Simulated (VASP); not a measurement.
# KBr (Fm-3m) in VASP: notebook, part 2 of 2

VASP 6.6.1. The steps go on from the part before.

### 4 Single point, r2SCAN+D3(BJ)

This run uses another cell than the first one, of 35.94 Å³/atom.

File POSCAR:

```
KBr
1.0
    0.0000000000      3.3000000000      3.3000000000
    3.3000000000      0.0000000000      3.3000000000
    3.3000000000      3.3000000000      0.0000000000
Br K
1 1
Direct
    0.5000000000      0.5000000000      0.5000000000
    0.0000000000      0.0000000000      0.0000000000
```

File INCAR.step1:

```
SYSTEM = KBr
  PREC = Accurate
  ENCUT = 520
  ISMEAR = -1
  SIGMA = 0.05
  LREAL = .False.
  LASPH = .True.
  NELM = 100
  NBANDS = 15
  GGA = PE
  ALGO = Normal
  EDIFF = 1E-4
  LWAVE = .True.
  LCHARG = .False.
```

File INCAR.step2:

```
SYSTEM = KBr
  PREC = Accurate
  ENCUT = 520
  EDIFF = 1E-6
  ISMEAR = -1
  SIGMA = 0.05
  LREAL = .False.
  LASPH = .True.
  NELM = 100
  ALGO = Normal
  ISIF = 2
  LWAVE = .False.
  LCHARG = .False.
  METAGGA = R2SCAN
  LMIXTAU = .True.
  IVDW = 12
  VDW_S6 = 1.0
  VDW_S8 = 0.78981345
  VDW_A1 = 0.49484001
  VDW_A2 = 5.73083694
  NBANDS = 15
  ISTART = 1
```

File KPOINTS:

```
regular mesh
0
Gamma
  7 7 7
  0 0 0
```

Potentials or basis: VASP PAW PBE potentials, release 64 (Br, K_sv).

On the command line:

```bash
$ cat potpaw_PBE.64/Br/POTCAR potpaw_PBE.64/K_sv/POTCAR > POTCAR
$ cp INCAR.step1 INCAR
$ mpirun -np 1 vasp_std > vasp.out
$ cp INCAR.step2 INCAR
$ mpirun -np 1 vasp_std > vasp.out
```

OUTCAR:

```text
SYSTEM = KBr
   PREC = Accurate
   ENCUT = 520
   EDIFF = 1E-6
   ISMEAR = -1
   LREAL = .False.
   LASPH = .True.
   NELM = 100
   ISIF = 2
   METAGGA = R2SCAN
   IVDW = 12
   ISTART = 1
 IVDW          = 12

 ion  position               nearest neighbor table
   1  0.500  0.500  0.500-   2 3.30   2 3.30   2 3.30   2 3.30   2 3.30   2 3.30
   2  0.000  0.000  0.000-   1 3.30   1 3.30   1 3.30   1 3.30   1 3.30   1 3.30

  LATTYP: Found a face centered cubic cell.
 ALAT       =     6.6000000000

[... 541 lines left out ...]
------------------------ aborting loop because EDIFF is reached ----------------------------------------

 Edisp (eV)   -0.19812

 E8    (eV) :    -0.0735

  FORCE on cell =-STRESS in cart. coord.  units (eV):
  Direction    XX          YY          ZZ          XY          YZ          ZX
  --------------------------------------------------------------------------------------
  -------------------------------------------------------------------------------------
  Total      -0.17771    -0.17771    -0.17771     0.00000    -0.00000     0.00000
  in kB      -3.96141    -3.96141    -3.96141     0.00000    -0.00000     0.00000
  external pressure =       -3.96 kB  Pullay stress =        0.00 kB

 VOLUME and BASIS-vectors are now :
 -----------------------------------------------------------------------------
  energy-cutoff  :      520.00
  volume of cell :       71.87
      direct lattice vectors                 reciprocal lattice vectors
     0.000000000  3.300000000  3.300000000    -0.151515152  0.151515152  0.151515152
     3.300000000  0.000000000  3.300000000     0.151515152 -0.151515152  0.151515152
     3.300000000  3.300000000  0.000000000     0.151515152  0.151515152 -0.151515152

 POSITION                                       TOTAL-FORCE (eV/Angst)
 -----------------------------------------------------------------------------------
      3.30000      3.30000      3.30000         0.000000     -0.000000      0.000000
      0.00000      0.00000      0.00000        -0.000000      0.000000     -0.000000
 -----------------------------------------------------------------------------------
    total drift:                                0.000000      0.000000      0.000000

  FREE ENERGIE OF THE ION-ELECTRON SYSTEM (eV)
  ---------------------------------------------------
  free  energy   TOTEN  =       -23.4467128834 eV

  energy  without entropy=      -23.4467128833  energy(sigma->0) =      -23.44671288
```

OUTCAR.step1:

```text
SYSTEM = KBr
   PREC = Accurate
   ENCUT = 520
   ISMEAR = -1
   LREAL = .False.
   LASPH = .True.
[... 573 lines left out ...]
      3.30000      3.30000      3.30000        -0.000000     -0.000000     -0.000000
      0.00000      0.00000      0.00000         0.000000      0.000000      0.000000
 -----------------------------------------------------------------------------------
    total drift:                                0.000000      0.000000      0.000000

  FREE ENERGIE OF THE ION-ELECTRON SYSTEM (eV)
  ---------------------------------------------------
  free  energy   TOTEN  =        -6.2150821978 eV

  energy  without entropy=       -6.2150821978  energy(sigma->0) =       -6.21508220
```

Run time: 42 s. Hardware: 1 thread of Intel Xeon 6975P-C (Granite Rapids), shared host; peak memory 0.22 GiB.

What came out:

| Item | Value |
| --- | --- |
| Free energy | -23.4467 eV |
| Pressure | -0.4 GPa |
| Band gap on the k mesh | 5.08 eV |
| Dispersion energy per atom | -0.099 eV |

Caveat: the PAW data sets were made with another functional, which shifts forces and pressure a little; an odd mesh through Γ misses points on the zone boundary, where band edges can lie. r2SCAN opens gaps a little over a GGA but as a rule still falls short of measured ones.

### 5 The runs side by side

| cell | gap on the mesh (eV) | pressure (GPa) |
| --- | --- | --- |
| a = 4.604 Å, angles 60.0°, 2 atoms | 5.20 | 0.3 |
| a = 4.636 Å, angles 60.0°, 2 atoms | 5.14 | -0.1 |
| a = 4.667 Å, angles 60.0°, 2 atoms | 5.08 | -0.4 |

Alike in all rows: task single point; level r2SCAN+D3(BJ); potentials or basis VASP PAW PBE potentials, release 64 (Br, K_sv); no spin polarisation; k mesh 7 × 7 × 7; cutoff (eV) 520; smearing fermi-dirac 0.05 eV.

Caveats: the PAW data sets were made with another functional, which shifts forces and pressure a little; an odd mesh through Γ misses points on the zone boundary, where band edges can lie (at least some runs).

Total energies depend on the potentials used, so only differences within one code and one set of settings carry meaning.
